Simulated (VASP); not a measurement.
Write the native input for VASP 6.6.1 that does the following.

```
Task                   : single point
Functional             : PBE
Dispersion             : D3(BJ)
Potentials or basis    : VASP PAW PBE potentials, release 64 (Mg, Cu)
Cutoff                 : 520 eV
k mesh                 : 3 × 2 × 3
Occupations            : fermi-dirac, width 0.05 eV
Spin                   : no spin polarisation
Dipole correction      : no
Further INCAR settings : ALGO = Normal; EDIFF = 1e-07; NBANDS = 30
```

The structure of Mg12Cu (a cell with a defect) lies in POSCAR:

```
Mg12Cu
1.0
    6.4200000000      0.0000000000      0.0000000000
   -4.8150000000      8.3398250000      0.0000000000
    0.0000000000      0.0000000000      5.2130400000
Mg Cu
12 1
Direct
    0.0526952908      0.0125552994      0.0001699584
    0.1368100290      0.2373986265      0.5001390743
    0.0135205997      0.3343643302      0.0001122186
    0.2834394564      0.6152449242      0.5002213680
    0.0245313181      0.6481470534      0.0002743121
    0.1120976253      0.8462576853      0.5002817933
    0.5116973870     -0.0223067031     -0.0000406672
    0.5105767986      0.1438945062      0.4999061968
    0.5267870679      0.3329702961     -0.0000211009
    0.6643224220      0.5397212771      0.5000625355
    0.5719339961      0.6815614237      0.0001053128
    0.7071840125      0.9124573957      0.5000155380
   -0.1115640737      0.3876902693      0.5000422019
```

The input as run:

INCAR

```
SYSTEM = Mg12Cu
ALGO = Normal ; EDIFF = 1E-7
ENCUT = 520 ; GGA = PE
ISIF = 2 ; ISMEAR = -1
IVDW = 12 ; LASPH = .True.
LCHARG = .False. ; LREAL = .False.
LWAVE = .False. ; NBANDS = 30
NELM = 80 ; PREC = Accurate
SIGMA = 0.05
```

KPOINTS

```
k-points
0
Gamma
  3 2 3
  0 0 0
```

Potentials or basis: VASP PAW PBE potentials, release 64 (Mg, Cu).

Launch:

```sh
$ cat potpaw_PBE.64/Mg/POTCAR potpaw_PBE.64/Cu/POTCAR > POTCAR
$ mpirun -np 1 vasp_std > vasp.out
```

Results of the run:

```
Pressure                   : -0.2 GPa
Largest force              : 0.065 eV/Å
Band gap on the k mesh     : zero (an odd number of electrons rules out a gap without spin polarisation)
Dispersion energy per atom : -0.305 eV
```

Caveat: the k points lie up to 0.40 Å⁻¹ apart, too coarse for converged energies and pressures of a metal.

Wall time 110 s on 1 thread of Intel Xeon 8259CL, on a shared host, peak memory 0.39 GiB.
